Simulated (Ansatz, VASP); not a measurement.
Ge in VASP and in Ansatz

INCAR

```
SYSTEM = Ge
PREC = Accurate ; ENCUT = 520
EDIFF = 1E-7 ; ISMEAR = -1
SIGMA = 0.05 ; LREAL = .FALSE.
LASPH = .TRUE. ; NELM = 60
ALGO = Normal ; ISIF = 2
LWAVE = .FALSE. ; LCHARG = .FALSE.
GGA = PE ; NBANDS = 21
```

KPOINTS

```
regular mesh
0
G
  15 15 8
  0 0 0
```

POSCAR

```
Ge
1.0
    2.9157300969      0.0000000000      0.0000000000
   -1.4578650484      2.5250963345      0.0000000000
    0.0000000000      0.0000000000      4.9512115212
Ge
2
Direct
    0.3333333333      0.6666666667      0.2500000000
    0.6666666667      0.3333333333      0.7500000000
```

Input for Ansatz:

```yaml
crystal:
  lattice:
    - [2.9157300969, 0.0, 0.0]
    - [-1.4578650484, 2.5250963345, 0.0]
    - [0.0, 0.0, 4.9512115212]
  atoms:
    - { symbol: Ge, position: [0.3333333333, 0.6666666667, 0.25] }
    - { symbol: Ge, position: [0.6666666667, 0.3333333333, 0.75] }
kpoints:
  mp_grid: { grid: [15, 15, 8] }
scf:
  occupations: { method: fermi_dirac, width: 0.05 }
hamiltonian:
  xc: pbe
  pseudopotentials: { kind: all_electron, lapw: { basis_error: 0.0005 } }
output:
  forces: true
  stress: true
  eigenvalues: true
```

Change from the starting cell: volume scaled by 0.9405.

Alike in both runs: task single point; functional PBE; k mesh 15 × 15 × 8; occupations fermi-dirac, width 0.05 eV; no spin polarisation.

|  | VASP | Ansatz |
| --- | --- | --- |
| version | VASP 6.6.1 | Ansatz 0.2.0 |
| potentials or method | VASP PAW PBE potentials, release 64 (Ge_d), cutoff 520 eV | all-electron LAPW, scalar-relativistic |

VASP gave:

```
pressure (GPa)                                                : 4.6
traceless stress, the component that is largest in VASP (GPa) : -0.30
```

Problem. What did Ansatz give for the same quantities?

Solution. Pressure (GPa): 4.6; traceless stress, the component that is largest in VASP (GPa): -0.29.

Ansatz ran all-electron here, and VASP with PAW potentials.
